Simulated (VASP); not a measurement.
# Ta3Ga (P6_3/mmc) in VASP: further runs, part 2 of 2

VASP 6.6.1. The steps go on from the part before.

**3. Single point, PBE**

Input file INCAR:

```
SYSTEM = Ta3Ga
PREC = Accurate ; ENCUT = 520
EDIFF = 1E-6 ; ISMEAR = 0
SIGMA = 0.1 ; LREAL = .FALSE.
LASPH = .TRUE. ; NELM = 60
ALGO = Fast ; ISIF = 2
LWAVE = .FALSE. ; LCHARG = .TRUE.
GGA = PE ; LELF = .TRUE.
LVHAR = .TRUE. ; NBANDS = 56
```

Input file KPOINTS:

```
regular mesh
0
G
  6 6 8
  0 0 0
```

Input file POSCAR:

```
Ta3Ga
1.0
    5.8024138989      0.0000000000      0.0000000000
   -2.9012069495      5.0250378397      0.0000000000
    0.0000000000      0.0000000000      4.8185137025
Ta Ga
6 2
Direct
    0.8351349831      0.6702699663      0.2500000000
    0.1648650169      0.8351349831      0.7500000000
    0.3297300337      0.1648650169      0.2500000000
    0.1648650169      0.3297300337      0.7500000000
    0.8351349831      0.1648650169      0.2500000000
    0.6702699663      0.8351349831      0.7500000000
    0.3333333333      0.6666666667      0.2500000000
    0.6666666667      0.3333333333      0.7500000000
```

Potentials or basis: VASP PAW PBE potentials, release 64 (Ta_pv, Ga_d).

Command:

```sh
> cat potpaw_PBE.64/Ta_pv/POTCAR potpaw_PBE.64/Ga_d/POTCAR > POTCAR
> mpirun -np 1 vasp_std > vasp.out
```

Run time: 14 min. Hardware: 1 thread of Intel Xeon 8259CL, shared host; peak memory 0.41 GiB.

The run converged. Its results:

- Free energy: -76.7014 eV
- Pressure: 0.2 GPa
- Largest force: 0.007 eV/Å
- Band gap on the k mesh: zero (bands 46 and 47 overlap by 0.68 eV)

Forces on the atoms (eV/Å):
```
Ta   0.000  0.007  0.000
Ta  -0.006  0.004  0.000
Ta  -0.006 -0.004  0.000
Ta   0.000 -0.007  0.000
Ta   0.006 -0.004  0.000
Ta   0.006  0.004  0.000
Ga   0.000  0.000  0.000
Ga   0.000  0.000  0.000
```

Levels at points of the mesh, in eV from the Fermi level:
| k point | band 44 | band 45 | band 46 | band 47 | band 48 | band 49 |
| --- | --- | --- | --- | --- | --- | --- |
| (0.00, 0.00, 0.00) | -0.84 | 0.15 | 0.15 | 0.19 | 0.19 | 0.21 |
| (0.50, 0.00, 0.00) | -0.08 | 0.00 | 0.04 | 0.07 | 0.48 | 0.64 |
| (0.00, 0.00, 0.50) | -0.89 | -0.32 | -0.32 | -0.32 | -0.32 | 2.12 |
| (0.50, 0.00, 0.50) | -0.88 | -0.32 | -0.32 | -0.12 | -0.12 | 1.49 |

Caveat: spin-orbit coupling is left out, which moves the levels of the heavy elements.

**4. Single point, PBE**

Input file INCAR:

```
  ALGO = Fast
  EDIFF = 1E-6
  ENCUT = 520
  GGA = PE
  ISIF = 2
  ISMEAR = 0
  LASPH = True
  LCHARG = False
  LREAL = False
  LWAVE = False
  NBANDS = 56
  NELM = 100
  PREC = Accurate
  SIGMA = 0.1
```

Input file KPOINTS:

```
k-points
0
Gamma
  6 6 8
```

POSCAR is that of step 3.

Potentials or basis: VASP PAW PBE potentials, release 64 (Ta_pv, Ga_d).

Command:

```sh
> cat potpaw_PBE.64/Ta_pv/POTCAR potpaw_PBE.64/Ga_d/POTCAR > POTCAR
> mpirun -np 1 vasp_std > vasp.out
```

OUTCAR:

```text
EDIFF = 1E-6
   ENCUT = 520
   GGA = PE
   ISIF = 2
   ISMEAR = 0
   LASPH = True
   LREAL = False
   NELM = 100
   PREC = Accurate

 ion  position               nearest neighbor table
   1  0.835  0.670  0.250-   3 2.87   5 2.87   7 2.90   7 2.90   6 2.92   6 2.92   2 2.92   2 2.92
                             3 2.93   5 2.93   8 2.94   8 2.94
   2  0.165  0.835  0.750-   6 2.87   4 2.87   8 2.90   8 2.90   1 2.92   1 2.92   3 2.92   3 2.92
                             6 2.93   4 2.93   7 2.94   7 2.94
   3  0.330  0.165  0.250-   1 2.87   5 2.87   7 2.90   7 2.90   4 2.92   4 2.92   2 2.92   2 2.92
[... 1643 lines left out ...]
  Total        0.1449983      0.1449983      0.1163885     -0.0000000      0.0000000     -0.0000000
  in kB        1.6535309      1.6535309      1.3272712     -0.0000000      0.0000000     -0.0000000
  external PRESSURE =       1.5447776 kB  Pullay stress =       0.0000000 kB

 VOLUME and BASIS-vectors are now :
 -----------------------------------------------------------------------------
  energy-cutoff  :      520.00
  volume of cell :      140.50
      direct lattice vectors                 reciprocal lattice vectors
     5.802413899  0.000000000  0.000000000     0.172342066  0.099501738  0.000000000
    -2.901206950  5.025037840  0.000000000     0.000000000  0.199003477  0.000000000
     0.000000000  0.000000000  4.818513702     0.000000000  0.000000000  0.207532875

 POSITION                                       TOTAL-FORCE (eV/Angst)
 -----------------------------------------------------------------------------------
      2.90121      3.36813      1.20463        -0.000000      0.007465      0.000000
     -1.46628      4.19658      3.61389        -0.006465      0.003733      0.000000
      1.43492      0.82845      1.20463        -0.006465     -0.003733     -0.000000
      0.00000      1.65691      3.61389         0.000000     -0.007465     -0.000000
      4.36749      0.82845      1.20463         0.006465     -0.003733     -0.000000
      1.46628      4.19658      3.61389         0.006465      0.003733      0.000000
     -0.00000      3.35003      1.20463        -0.000000      0.000000      0.000000
      2.90121      1.67501      3.61389        -0.000000      0.000000      0.000000
 -----------------------------------------------------------------------------------
    total drift:                                0.000000     -0.000000      0.000000

  FREE ENERGIE OF THE ION-ELECTRON SYSTEM (eV)
  ---------------------------------------------------
  free  energy   TOTEN  =       -76.7013509469 eV

  energy  without entropy=      -76.6410929761  energy(sigma->0) =      -76.67122196
```

OSZICAR:

```text
N       E                     dE             d eps       ncg     rms          rms(c)
DAV:   1     0.106088351908E+04    0.10609E+04   -0.47017E+04  4136   0.229E+03
DAV:   2     0.353715380562E+02   -0.10255E+04   -0.10003E+04  4184   0.681E+02
DAV:   3    -0.721594287114E+02   -0.10753E+03   -0.10246E+03  4408   0.173E+02
[... 14 lines left out ...]
RMM:  18    -0.767013421175E+02   -0.59816E-05   -0.61135E-05  4329   0.125E-02    0.273E-03
RMM:  19    -0.767013469312E+02   -0.48137E-05   -0.54651E-05  4379   0.119E-02    0.345E-03
RMM:  20    -0.767013487860E+02   -0.18548E-05   -0.20511E-05  3864   0.824E-03    0.121E-03
RMM:  21    -0.767013502798E+02   -0.14938E-05   -0.15378E-05  3399   0.528E-03    0.137E-03
RMM:  22    -0.767013509469E+02   -0.66708E-06   -0.69232E-06  3011   0.415E-03
   1 F= -.76701351E+02 E0= -.76671222E+02  d E =-.602580E-01
```

Run time: 10 min. Hardware: 1 thread of Intel Xeon 8259CL, shared host; peak memory 0.41 GiB.

Results:

```yaml
Free_energy: -76.7014 eV
Pressure: 0.2 GPa
Largest_force: 0.007 eV/Å
Band_gap_on_the_k_mesh: zero (bands 46 and 47 overlap by 0.68 eV)
```

Forces on the atoms (eV/Å):
```
Ta   0.000  0.007  0.000
Ta  -0.006  0.004  0.000
Ta  -0.006 -0.004  0.000
Ta   0.000 -0.007  0.000
Ta   0.006 -0.004  0.000
Ta   0.006  0.004  0.000
Ga   0.000  0.000  0.000
Ga   0.000  0.000  0.000
```

Levels at points of the mesh, in eV from the Fermi level:
```csv
k point,band 43,band 44,band 45,band 46,band 47,band 48,band 49,band 50
"(0.00, 0.00, 0.00)",-0.88,-0.84,0.15,0.15,0.19,0.19,0.21,2.40
"(0.50, 0.00, 0.00)",-1.09,-0.08,0.00,0.04,0.07,0.48,0.64,1.07
"(0.00, 0.00, 0.50)",-0.89,-0.89,-0.32,-0.32,-0.32,-0.32,2.12,2.12
"(0.50, 0.00, 0.50)",-0.88,-0.88,-0.32,-0.32,-0.12,-0.12,1.49,1.49
```

Caveat: spin-orbit coupling is left out, which moves the levels of the heavy elements.
